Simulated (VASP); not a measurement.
A run of VASP 6.6.1 is set up as follows.

Contents of POSCAR:

```
TiAl
1.0
    2.8210079793      0.0000000000      0.0000000000
   -1.4105039896      2.4430645743      0.0000000000
    0.0000000000      0.0000000000      4.8327476944
Ti Al
1 1
Direct
    0.0000000000      0.0000000000      0.0000000000
    0.3333333333      0.6666666667      0.5000000000
```

The input INCAR.step1:

```
SYSTEM = TiAl
PREC     = Accurate       ! precision mode
ENCUT    = 520            ! plane-wave cutoff, eV
ISMEAR   = 0              ! smearing method
SIGMA    = 0.15           ! smearing width, eV
LREAL    = .FALSE.        ! projectors in reciprocal space
LASPH    = .TRUE.         ! aspherical terms in the spheres
NELM     = 100            ! most SCF steps
NBANDS   = 14             ! bands
GGA      = PE             ! functional
ALGO     = Normal         ! electronic algorithm
EDIFF    = 1E-4           ! SCF threshold, eV
LWAVE    = .TRUE.         ! write WAVECAR
LCHARG   = .FALSE.        ! write CHGCAR
```

The input INCAR.step2:

```
SYSTEM = TiAl
PREC     = Accurate       ! precision mode
ENCUT    = 520            ! plane-wave cutoff, eV
EDIFF    = 1E-6           ! SCF threshold, eV
ISMEAR   = 0              ! smearing method
SIGMA    = 0.15           ! smearing width, eV
LREAL    = .FALSE.        ! projectors in reciprocal space
LASPH    = .TRUE.         ! aspherical terms in the spheres
NELM     = 100            ! most SCF steps
ALGO     = Normal         ! electronic algorithm
ISIF     = 2              ! what is computed and relaxed
LWAVE    = .FALSE.        ! write WAVECAR
LCHARG   = .FALSE.        ! write CHGCAR
METAGGA  = R2SCAN         ! meta-GGA
LMIXTAU  = .TRUE.       
NBANDS   = 14             ! bands
ISTART   = 1
```

The input KPOINTS:

```
regular mesh
0
G
  24 24 12
  0 0 0
```

Potentials or basis: VASP PAW PBE potentials, release 64 (Ti_sv, Al).

Command:

```console
$ cat potpaw_PBE.64/Ti_sv/POTCAR potpaw_PBE.64/Al/POTCAR > POTCAR
$ cp INCAR.step1 INCAR
$ mpirun -np 1 vasp_std > vasp.out
$ cp INCAR.step2 INCAR
$ mpirun -np 1 vasp_std > vasp.out
```

(1) What does it give for the band gap on the k mesh?

(2) Estimate the pressure.

## Answers

(1) zero (an odd number of electrons rules out a gap without spin polarisation).

(2) -1.3 GPa.

Caveat: the stress differs along the axes, from -8 to 2 GPa; the PAW data sets were made with another functional, which shifts forces and pressure a little.
